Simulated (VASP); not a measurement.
Write the native input for VASP 6.6.1 that does the following.

| Item | Value |
| --- | --- |
| Task | relaxation of cell and atoms |
| Functional | PBE |
| Potentials or basis | VASP PAW PBE potentials, release 64 (Rb_sv, Hg, Br) |
| Cutoff | 600 eV |
| k mesh | 4 × 4 × 4 |
| Occupations | gaussian, width 0.1 eV |
| Spin | no spin polarisation |
| Dipole correction | no |
| Further INCAR settings | ALGO = Normal; EDIFF = 1e-07; IBRION = 2; EDIFFG = -0.04; NSW = 90; ISIF = 3 |

The structure of RbHgBr2 lies in POSCAR:

```
RbHgBr2
1.0
    5.3460000000      0.0000000000      0.0000000000
    0.0000000000      5.3460000000      0.0000000000
    0.0000000000      0.0000000000      4.9346513600
Rb Hg Br
1 1 2
Direct
    0.5000000000      0.5000000000      0.5000000000
    0.0000000000      0.0000000000      0.0000000000
    0.5000000000      0.0000000000      0.0000000000
    0.0000000000      0.5000000000      0.0000000000
```

These files were run (other wordings do the same):

INCAR

```
PREC = Accurate
ENCUT = 600
EDIFF = 1E-7
ISMEAR = 0
SIGMA = 0.1
LREAL = False
LASPH = True
NELM = 100
ALGO = Normal
ISIF = 3
LWAVE = False
LCHARG = False
GGA = PE
IBRION = 2
NSW = 90
EDIFFG = -0.04
```

KPOINTS

```
regular mesh
0
Gamma
  4 4 4
```

Potentials or basis: VASP PAW PBE potentials, release 64 (Rb_sv, Hg, Br).

The run is started by

```console
$ cat potpaw_PBE.64/Rb_sv/POTCAR potpaw_PBE.64/Hg/POTCAR potpaw_PBE.64/Br/POTCAR > POTCAR
$ mpirun -np 1 vasp_std > vasp.out
```

Results of the run:

- Relaxed volume: 38.48 Å³/atom
- Relaxed cell: a = 5.868 Å, b = 5.868 Å, c = 4.470 Å, α = 90.00°, β = 90.00°, γ = 90.00°
- Space group after relaxing (to 0.05 Å): P4/mmm (No. 123)
- Energy gained by relaxing: 172.6 meV/atom
- Ionic steps: 7
- Pressure after relaxing: 0.0 GPa

Caveat: an odd number of electrons without spin polarisation forces a metal; a magnetic or distorted state may lie lower.

It took 7 min on 1 thread of AMD EPYC 9R45 (Zen 5), with other jobs on the host, peak memory 0.32 GiB.
